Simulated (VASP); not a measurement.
Here is a VASP 6.6.1 calculation.

INCAR

```
  PREC = Accurate
  ENCUT = 520
  EDIFF = 1E-6
  ISMEAR = 0
  SIGMA = 0.1
  LREAL = False
  LASPH = True
  NELM = 150
  ALGO = Fast
  ISIF = 2
  LWAVE = False
  LCHARG = False
  ISPIN = 2
  MAGMOM = 0 3
  LORBIT = 11
  LMAXMIX = 4
  GGA = PE
  NBANDS = 17
```

File KPOINTS:

```
Automatic mesh
0
Gamma
  6 6 6
```

The input POSCAR:

```
AlCo
1.0
    0.0000000000      2.4509592000      2.4509592000
    2.4509592000      0.0000000000      2.4509592000
    2.4509592000      2.4509592000      0.0000000000
Al Co
1 1
Direct
    0.0000000000      0.0000000000      0.0000000000
    0.5000000000      0.5000000000      0.5000000000
```

Potentials or basis: VASP PAW PBE potentials, release 64 (Al, Co).

The run is started by

```sh
$ cat potpaw_PBE.64/Al/POTCAR potpaw_PBE.64/Co/POTCAR > POTCAR
$ mpirun -np 1 vasp_std > vasp.out
```

Predict the net moment.

0.39 μB per cell.

What does it give for the site moments?

Al -0.01; Co +0.41 μB.

Estimate the pressure.

-6.9 GPa.

Caveat: the k points lie up to 0.37 Å⁻¹ apart.
